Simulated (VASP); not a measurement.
# Si2Mo (I4/mmm) in VASP: notebook

Si2Mo is run at these levels: r2SCAN; tasks: single point.

All numbers are computed with VASP 6.6.1; they aren't measurements. Logs are shortened: lines on timing, memory, paths and dates and some standing lists are left out, and cuts for length are marked.

## (1) The cell of the first run

Symmetry: I4/mmm, No. 139, tetragonal system. The conventional cell has a = 3.154 Å, b = 3.154 Å, c = 7.862 Å, α = 90.00°, β = 90.00°, γ = 90.00°. Within 3.4 Å of Si (site symmetry 4mm) lie 5 Mo at 2.58 to 2.63 Å and 9 Si at 2.59 to 3.15 Å. Mo (site symmetry 4/mmm) has 10 Si at 2.58 to 2.63 Å and 4 Mo at 3.15 Å within 3.4 Å.

## (2) Single point, r2SCAN (biaxial strain in the a-b plane: -1.5 %, then relaxed in part)

Input file POSCAR:

```
Si2Mo
1.0
    3.1537232002      0.0000000000      0.0000000000
    0.0000000000      3.1537232002      0.0000000000
    0.0000000000      0.0000000000      7.8616433189
Si Mo
4 2
Direct
    0.0000000000      0.0000000000      0.3351180294
    0.5000000000      0.5000000000      0.1648819706
    0.5000000000      0.5000000000      0.8351180294
    0.0000000000      0.0000000000      0.6648819706
    0.0000000000      0.0000000000      0.0000000000
    0.5000000000      0.5000000000      0.5000000000
```

Input file INCAR.step1:

```
SYSTEM = Si2Mo
ALGO = Normal
EDIFF = 1E-5
ENCUT = 550
GGA = PE
GGA_COMPAT = .False.
ISMEAR = 0
LASPH = .True.
LCHARG = .False.
LREAL = .False.
LWAVE = .True.
NBANDS = 31
NELM = 120
PREC = Accurate
SIGMA = 0.1
```

Input file INCAR.step2:

```
SYSTEM = Si2Mo
ALGO = Normal
EDIFF = 1E-6
ENCUT = 550
GGA_COMPAT = .False.
ISIF = 2
ISMEAR = 0
ISTART = 1
LASPH = .True.
LCHARG = .False.
LMIXTAU = .True.
LREAL = .False.
LWAVE = .False.
METAGGA = R2SCAN
NBANDS = 31
NELM = 120
PREC = Accurate
SIGMA = 0.1
```

Input file KPOINTS:

```
k-points
0
Gamma
  12 12 6
  0 0 0
```

Potentials or basis: VASP PAW PBE potentials, release 64 (Si, Mo_sv).

Run with:

```
> cat potpaw_PBE.64/Si/POTCAR potpaw_PBE.64/Mo_sv/POTCAR > POTCAR
> cp INCAR.step1 INCAR
> mpirun -np 1 vasp_std > vasp.out
> cp INCAR.step2 INCAR
> mpirun -np 1 vasp_std > vasp.out
```

OUTCAR:

```text
SYSTEM = Si2Mo
   EDIFF = 1E-6
   ENCUT = 550
   ISIF = 2
   ISMEAR = 0
   ISTART = 1
   LASPH = .True.
   LREAL = .False.
   METAGGA = R2SCAN
   NELM = 120
   PREC = Accurate

 ion  position               nearest neighbor table
   1  0.000  0.000  0.335-   6 2.58   6 2.58   6 2.58   6 2.58   4 2.59   2 2.60   2 2.60   2 2.60
                             2 2.60   5 2.63
   2  0.500  0.500  0.165-   5 2.58   5 2.58   5 2.58   5 2.58   3 2.59   1 2.60   1 2.60   1 2.60
                             1 2.60   6 2.63
   3  0.500  0.500  0.835-   5 2.58   5 2.58   5 2.58   5 2.58   2 2.59   4 2.60   4 2.60   4 2.60
                             4 2.60   6 2.63
   4  0.000  0.000  0.665-   6 2.58   6 2.58   6 2.58   6 2.58   1 2.59   3 2.60   3 2.60   3 2.60
                             3 2.60   5 2.63
   5  0.000  0.000  0.000-   2 2.58   3 2.58   2 2.58   3 2.58   2 2.58   3 2.58   2 2.58   3 2.58
                             1 2.63   4 2.63
   6  0.500  0.500  0.500-   1 2.58   4 2.58   1 2.58   4 2.58   1 2.58   4 2.58   1 2.58   4 2.58
                             3 2.63   2 2.63

  LATTYP: Found a simple tetragonal cell.
 ALAT       =     3.1537232002
 C/A-ratio  =     2.4928133574

  Lattice vectors:

 A1 = (   3.1537232002,   0.0000000000,   0.0000000000)
 A2 = (   0.0000000000,   3.1537232002,   0.0000000000)
 A3 = (   0.0000000000,   0.0000000000,   7.8616433189)

Analysis of symmetry for initial positions (statically):
=====================================================================
 Subroutine PRICEL returns following result:

  LATTYP: Found a body centered tetragonal cell.
 ALAT       =     3.1537232002
 C/A-ratio  =     2.4928133574

  Lattice vectors:

 A1 = (  -1.5768616001,   1.5768616001,   3.9308216594)
 A2 = (   1.5768616001,  -1.5768616001,   3.9308216594)
 A3 = (   1.5768616001,   1.5768616001,  -3.9308216594)

   2 primitive cells build up your supercell.

 Routine SETGRP: Setting up the symmetry group for a
 simple tetragonal supercell.

 Subroutine GETGRP returns: Found 16 space group operations
 (whereof 16 operations were pure point group operations)
 out of a pool of 16 trial point group operations.

The static configuration has the point symmetry D_4h.

Analysis of symmetry for dynamics (positions and initial velocities):
=====================================================================
 Subroutine PRICEL returns following result:

  LATTYP: Found a body centered tetragonal cell.
 ALAT       =     3.1537232002
 C/A-ratio  =     2.4928133574

  Lattice vectors:

 A1 = (  -1.5768616001,   1.5768616001,   3.9308216594)
 A2 = (   1.5768616001,  -1.5768616001,   3.9308216594)
 A3 = (   1.5768616001,   1.5768616001,  -3.9308216594)

   2 primitive cells build up your supercell.

 Routine SETGRP: Setting up the symmetry group for a
 simple tetragonal supercell.

 Subroutine GETGRP returns: Found 16 space group operations
 (whereof 16 operations were pure point group operations)
 out of a pool of 16 trial point group operations.

The dynamic configuration has the point symmetry D_4h.

 Subroutine INISYM returns: Found 16 space group operations
 (whereof 16 operations are pure point group operations),
 and found     2 'primitive' translations

----------------------------------------------------------------------------------------

                                     Primitive cell

  volume of cell :      39.0958

  direct lattice vectors                    reciprocal lattice vectors
    -1.576861600  1.576861600  3.930821659     0.000000000  0.317085532  0.127199869
     1.576861600 -1.576861600  3.930821659     0.317085532  0.000000000  0.127199869
     1.576861600  1.576861600 -3.930821659     0.317085532  0.317085532  0.000000000

  length of vectors
     4.519330031  4.519330031  4.519330031     0.341647540  0.341647540  0.448426660

  position of ions in fractional coordinates (direct lattice)
     0.335118029  0.335118029  0.000000000
     0.664881971  0.664881971  0.000000000
     0.000000000  0.000000000  0.000000000

  ion indices of the primitive-cell ions
   primitive index   ion index
                 1           1
                 2           4
                 3           5

----------------------------------------------------------------------------------------

 KPOINTS: k-points

Automatic generation of k-mesh.
 Grid dimensions read from file:
 generate k-points for:   12   12    6

 Generating k-lattice:

  Cartesian coordinates                     Fractional coordinates (reciprocal lattice)
     0.026423794  0.000000000  0.000000000     0.083333333  0.000000000  0.000000000
     0.000000000  0.026423794  0.000000000     0.000000000  0.083333333  0.000000000
     0.000000000  0.000000000  0.021199978     0.000000000  0.000000000  0.166666667

  Length of vectors
     0.026423794  0.026423794  0.021199978

  Shift w.r.t. Gamma in fractional coordinates (k-lattice)
     0.000000000  0.000000000  0.000000000

 Subroutine IBZKPT returns following result:
 ===========================================

 Found    112 irreducible k-points:

 Following reciprocal coordinates:
            Coordinates               Weight
  0.000000  0.000000  0.000000      1.000000
  0.083333  0.000000  0.000000      4.000000
  0.166667  0.000000  0.000000      4.000000
  0.250000  0.000000  0.000000      4.000000
  0.333333  0.000000  0.000000      4.000000
  0.416667  0.000000  0.000000      4.000000
[... 16 lines left out ...]
  0.333333  0.333333  0.000000      4.000000
  0.416667  0.333333  0.000000      8.000000
 [... further k-points ...]
   k-points           NKPTS =    112   k-points in BZ     NKDIM =    112   number of bands    NBANDS=     31
   number of dos      NEDOS =    301   number of ions     NIONS =      6
   total plane-waves  NPLWV =  34560
   dimension x,y,z NGX =    24 NGY =   24 NGZ =   60
   dimension x,y,z NGXF=    48 NGYF=   48 NGZF=  120
   ions per type =               4   2
   NGX,Y,Z   is equivalent  to a cutoff of  12.65, 12.65, 12.69 a.u.
   NGXF,Y,Z  is equivalent  to a cutoff of  25.30, 25.30, 25.38 a.u.
 SYSTEM =  Si2Mo
   PREC   = accura    normal or accurate (medium, high low for compatibility)
   ISTART =      1    job   : 0-new  1-cont  2-samecut
   ICHARG =      0    charge: 1-file 2-atom 10-const
   ISPIN  =      1    spin polarized calculation?
   LNONCOLLINEAR =      F non collinear calculations
   LSORBIT =      F    spin-orbit coupling
   LASPH  =      T    aspherical Exc in radial PAW
   ENCUT  =  550.0 eV  40.42 Ry    6.36 a.u.   6.03  6.03 15.03*2*pi/ulx,y,z
   NELM   =    120;   NELMIN=  2; NELMDL=  0     # of ELM steps
   EDIFF  = 0.1E-05   stopping-criterion for ELM
   LREAL  =      F    real-space projection
   EDIFFG = 0.1E-04   stopping-criterion for IOM
   NSW    =      0    number of steps for IOM
   IBRION =     -1    ionic relax: 0-MD 1-quasi-New 2-CG
   NFREE  =      0    steps in history (QN), initial steepest desc. (CG)
   ISIF   =      2    stress and relaxation
   ISYM   =      2    0-nonsym 1-usesym 2-fastsym
   POTIM  = 0.5000    time-step for ionic-motion
   TEBEG  =    0.0;   TEEND  =   0.0 temperature during run
   PSTRESS=    0.0 pullay stress
   NELECT =      44.0000    total number of electrons
   NUPDOWN=      -1.0000    fix difference up-down
   EMIN   =  10.00;   EMAX   =-10.00  energy-range for DOS
   EFERMI =   0.00;   METHOD = LEGACY
   ISMEAR =     0;   SIGMA  =   0.10  broadening in eV -4-tet -1-fermi 0-gaus
   EFERMI_NEDOS =   21; number of points for ismear=-14 and -15
   IALGO  =     38    algorithm
   IMIX   =      4    mixing-type and parameters
     AMIX     =   0.40;   BMIX     =  1.00
     AMIX_MAG =   1.60;   BMIX_MAG =  1.00
  volume/ion in A,a.u.               =      13.03        87.94
  Fermi-wavevector in a.u.,A,eV,Ry     =   1.351571  2.554099 24.854367  1.826744
  Thomas-Fermi vector in A             =   2.478982
   LORBIT       =      0    0 simple, 1 ext, 2 COOP (PROOUT), +10 PAW based schemes
   METAGGA = R2SCAN    functional components
   LHFCALC =     F    Hartree Fock is set to
   AEXX    =    0.0000 exact exchange contribution
   IVDW    =     0    specifies the selected vdW correction
   LEPSILON=     F    determine dielectric tensor
   LRPA    =     F    only Hartree local field effects (RPA)
 non-spin polarized calculation
 Gauss-broadening in eV      SIGMA  =   0.10
  energy-cutoff  :      550.00
  volume of cell :       78.19
 maximum number of plane-waves:      2320
   NGX = 13   NGY = 13   NGZ = 31

 number of electron      44.0000003 magnetization

 Free energy of the ion-electron system (eV)
  ---------------------------------------------------
  ext. energy  EPLUGINS =         0.00000000
  ---------------------------------------------------
  free energy    TOTEN  =       -89.96740702 eV

  energy without entropy =      -89.96476940  energy(sigma->0) =      -89.96608821

 E-fermi :  12.7733     XC(G=0): -13.5420

 val. band max:       12.7592334731   @ k =   0.0833   0.0000   0.1667
 cond. band min:      12.7742471436   @ k =   0.0833   0.0000   0.3333
 fundamental gap:      0.0150136705
 Fermi energy:        12.7733444264

 k-point     1 :       0.0000    0.0000    0.0000
  band No.  band energies     occupation
      1     -49.8841      2.00000
      2     -49.8833      2.00000
      3     -23.3915      2.00000
      4     -23.3605      2.00000
      5     -23.2260      2.00000
      6     -23.2260      2.00000
[... 23 lines left out ...]
     30      17.5643      0.00000
     31      18.1978      0.00000

 k-point     2 :       0.0833    0.0000    0.0000
  band No.  band energies     occupation
      1     -49.8824      2.00000
      2     -49.8816      2.00000
      3     -23.3881      2.00000
      4     -23.3581      2.00000
      5     -23.2484      2.00000
      6     -23.2466      2.00000
[... 23 lines left out ...]
     30      17.7894      0.00000
     31      18.1701      0.00000

 k-point     3 :       0.1667    0.0000    0.0000
  band No.  band energies     occupation
      1     -49.8777      2.00000
      2     -49.8771      2.00000
      3     -23.3786      2.00000
      4     -23.3518      2.00000
      5     -23.3094      2.00000
      6     -23.3078      2.00000
[... 703 lines left out ...]
     30      17.0888      0.00000
     31      18.4368      0.00000

 k-point    24 :       0.4167    0.3333    0.0000
  band No.  band energies     occupation
      1     -49.8418      2.00000
      2     -49.8417      2.00000
      3     -23.4922      2.00000
      4     -23.4921      2.00000
      5     -23.4268      2.00000
      6     -23.4263      2.00000
[... 23 lines left out ...]
     30      17.0508      0.00000
     31      18.4538      0.00000

 [... further k-points ...]

------------------------ aborting loop because EDIFF is reached ----------------------------------------

  FORCE on cell =-STRESS in cart. coord.  units (eV):
  Direction    XX          YY          ZZ          XY          YZ          ZX
  --------------------------------------------------------------------------------------
  -------------------------------------------------------------------------------------
  Total        4.1287209      4.1287209      0.1992980      0.0000000      0.0000000      0.0000000
  in kB       84.5990770     84.5990770      4.0836935      0.0000000      0.0000000      0.0000000
  external PRESSURE =      57.7606158 kB  Pullay stress =       0.0000000 kB

 VOLUME and BASIS-vectors are now :
 -----------------------------------------------------------------------------
  energy-cutoff  :      550.00
  volume of cell :       78.19
      direct lattice vectors                 reciprocal lattice vectors
     3.153723200  0.000000000  0.000000000     0.317085532  0.000000000  0.000000000
     0.000000000  3.153723200  0.000000000     0.000000000  0.317085532  0.000000000
     0.000000000  0.000000000  7.861643319     0.000000000  0.000000000  0.127199869

 POSITION                                       TOTAL-FORCE (eV/Angst)
 -----------------------------------------------------------------------------------
      0.00000      0.00000      2.63458        -0.000000      0.000000     -0.017767
      1.57686      1.57686      1.29624         0.000000     -0.000000      0.017767
      1.57686      1.57686      6.56540         0.000000     -0.000000     -0.017767
      0.00000      0.00000      5.22706         0.000000      0.000000      0.017767
      0.00000      0.00000      0.00000        -0.000000      0.000000      0.000000
      1.57686      1.57686      3.93082        -0.000000      0.000000      0.000000
 -----------------------------------------------------------------------------------
    total drift:                                0.000000      0.000000     -0.000000

  FREE ENERGIE OF THE ION-ELECTRON SYSTEM (eV)
  ---------------------------------------------------
  free  energy   TOTEN  =       -89.9674070175 eV

  energy  without entropy=      -89.9647693991  energy(sigma->0) =      -89.96608821
```

Run time: 20 min. Hardware: 1 thread of Oxide Virtual Turin-like, shared host; peak memory 0.32 GiB.

Results:

```
Free energy            : -89.9674 eV
Pressure               : 5.8 GPa
Largest force          : 0.018 eV/Å
Band gap on the k mesh : zero (bands 22 and 23 overlap by 0.90 eV)
```

Forces on the atoms (eV/Å):
```
Si   0.000  0.000 -0.018
Si   0.000  0.000  0.018
Si   0.000  0.000 -0.018
Si   0.000  0.000  0.018
Mo   0.000  0.000  0.000
Mo   0.000  0.000  0.000
```

Caveat: the cell differs from its parent crystal (biaxial strain in the a-b plane: -1.5 %, then relaxed in part); the stress differs along the axes, from 0 to 8 GPa; the PAW data sets were made with another functional, which shifts forces and pressure a little.

[end of part 1 of 2]

The gap in the log of VASP goes by the Fermi energy; the results here count the filled bands.